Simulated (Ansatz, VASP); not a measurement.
# Si3As in VASP and in Ansatz

```
CELL_PARAMETERS angstrom
-2.01170 2.01170 3.99445
2.01170 -2.01170 3.99445
2.01170 2.01170 -3.99445
ATOMIC_POSITIONS crystal
Si 0.75000 0.25000 0.50000
Si 0.25000 0.75000 0.50000
Si 0.50000 0.50000 0.00000
As 0.00000 0.00000 0.00000
```

Change from the starting cell: species swapped into the CdPd3 type (I4/mmm, No. 139).

Alike in both runs: functional PBE; k mesh 16 × 16 × 16; occupations gaussian, width 0.1 eV; no spin polarisation.

Ansatz relaxed the structure, and its values are those at the end. VASP's run is a single point on that final structure, the one shown.

|  | VASP | Ansatz |
| --- | --- | --- |
| version | VASP 6.6.1 | Ansatz 0.2.0 |
| potentials or method | VASP PAW PBE potentials, release 64 (Si, As), cutoff 520 eV | scalar-relativistic, plane waves, PAW |
| valence electrons in the cell | 17 | 27 |

|  | VASP | Ansatz | Ansatz less VASP |
| --- | --- | --- | --- |
| gap on the k mesh at the Fermi level (eV) | none | none | - |
| pressure (GPa) | 0.1 | 0.0 | -0.07 |

A gap of «none» marks a metal or a gap that the smearing closes. With one functional, cell and mesh, what is left measures potentials, basis and numerics. VASP's potentials hold 17 valence electrons a cell and Ansatz's 27, so a difference there can come from the potentials and not from the codes.
